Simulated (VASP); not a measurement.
Here is a VASP 6.6.1 calculation.

The input INCAR:

```
SYSTEM = Ti2C5
PREC = Accurate ; ENCUT = 600
EDIFF = 1E-6 ; ISMEAR = 0
SIGMA = 0.1 ; LREAL = .FALSE.
LASPH = .TRUE. ; NELM = 120
ALGO = Normal ; ISIF = 2
LWAVE = .FALSE. ; LCHARG = .FALSE.
GGA = PE ; NBANDS = 31
GGA_COMPAT = .FALSE.
```

Contents of KPOINTS:

```
Automatic mesh
0
G
  12 8 6
  0 0 0
```

The input POSCAR:

```
Ti2C5
1.0
    2.6357859393      0.0019395137     -0.0109635786
   -0.0032563489      4.3384946944     -0.0400468343
   -1.2922686244     -1.0495642252      6.1829201784
Ti C
2 5
Direct
    0.5814464066      0.7987007875      0.6627686403
    0.4185535934      0.2012992125      0.3372313597
    0.2435877377      0.9123784021      0.9871812931
    0.2505086985      0.5786433588      0.0010323900
    0.7564122623      0.0876215979      0.0128187069
    0.7494913015      0.4213566412      0.9989676100
    0.0000000000      0.0000000000      0.5000000000
```

Potentials or basis: VASP PAW PBE potentials, release 64 (Ti_sv, C).

The run is started by

```bash
$ cat potpaw_PBE.64/Ti_sv/POTCAR potpaw_PBE.64/C/POTCAR > POTCAR
$ mpirun -np 1 vasp_std > vasp.out
```

(1) What does it give for the largest force?

(2) Predict the band gap on the k mesh.

(3) Predict the pressure.

Results:

(1) 0.026 eV/Å.

(2) zero (bands 22 and 23 overlap by 1.13 eV).

(3) 0.0 GPa.
